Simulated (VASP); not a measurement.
A run of VASP 6.6.1 is set up as follows.

The input INCAR:

```
SYSTEM = LiF
PREC = Accurate ; ENCUT = 520
EDIFF = 1E-6 ; ISMEAR = 0
SIGMA = 0.02 ; LREAL = .False.
LASPH = .True. ; NELM = 60
ALGO = Normal ; ISIF = 2
LWAVE = .False. ; LCHARG = .False.
GGA = CA ; NBANDS = 12
```

Contents of KPOINTS:

```
Automatic mesh
0
Gamma
  10 10 10
  0 0 0
```

The input POSCAR:

```
LiF
1.0
    0.0000000000      1.9544544216      1.9544544216
    1.9544544216      0.0000000000      1.9544544216
    1.9544544216      1.9544544216      0.0000000000
Li F
1 1
Direct
    0.0000000000      0.0000000000      0.0000000000
    0.5000000000      0.5000000000      0.5000000000
```

Potentials or basis: VASP PAW LDA potentials, release 64 (Li_sv, F).

Launch:

```bash
$ cat potpaw_LDA.64/Li_sv/POTCAR potpaw_LDA.64/F/POTCAR > POTCAR
$ mpirun -np 1 vasp_std > vasp.out
```

(1) Predict the band gap on the k mesh.

Answers

(1) 9.69 eV, direct.
